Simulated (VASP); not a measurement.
## S: single point with PBE+D3(BJ)

S:

```
S
1.0
     0.00000   -5.47627    0.00000
     0.00000    0.00000   -2.96025
    10.95255    0.00000   -0.59205
S
8
Direct
  0.12267 0.46227 0.18867
  0.12267 0.36227 0.68867
  0.87733 0.33773 0.81133
  0.87733 0.43773 0.31133
  0.37733 0.81227 0.93867
  0.37733 0.91227 0.43867
  0.62267 0.98773 0.06133
  0.62267 0.88773 0.56133
```

This cell differs from its parent crystal: the part above a cut slid along it.

```yaml
Program: VASP 6.6.1
Task: single point
Functional: PBE
Dispersion: D3(BJ)
Potentials_or_basis: VASP PAW PBE potentials, release 64 (S)
Cutoff: 520 eV
k_mesh: 9 × 16 × 5
Occupations: gaussian, width 0.15 eV
Spin: no spin polarisation
```

* Pressure: -1.2 GPa
* Largest force: 1.911 eV/Å
* Band gap on the k mesh: zero (bands 24 and 25 overlap by 2.25 eV)
* Dispersion energy per atom: -0.270 eV

Forces on the atoms (eV/Å):
```
S    0.176  0.113 -0.022
S    0.169  0.144 -0.053
S   -0.176 -0.113  0.022
S   -0.169 -0.144  0.053
S    0.832 -0.857 -1.491
S    0.172 -0.176  0.008
S   -0.832  0.857  1.491
S   -0.172  0.176 -0.008
```

Stress tensor (GPa, compression positive):
```
-1.80  0.73  2.13
 0.73 -1.90 -2.01
 2.13 -2.01  0.05
```

Levels at points of the mesh, in eV from the Fermi level:
```csv
k point,band 20,band 21,band 22,band 23,band 24,band 25,band 26,band 27,band 28,band 29
"(0.00, 0.00, 0.00)",-0.65,-0.65,-0.62,-0.08,1.23,1.42,2.67,2.67,2.68,3.38
"(0.00, 0.50, 0.00)",-2.74,-2.28,-2.08,-1.63,-1.32,-0.21,-0.08,0.25,0.48,3.15
```

Run time: 8.3 min on 4 MPI ranks on Intel(R) Xeon(R) Platinum 8488C (Sapphire Rapids) (shared host), peak memory 1.3 GiB a rank.

Caveat: the cell differs from its parent crystal (the part above a cut slid along it); forces of over 1 eV/Å act on the atoms, so gaps and moduli don't describe the material at rest.
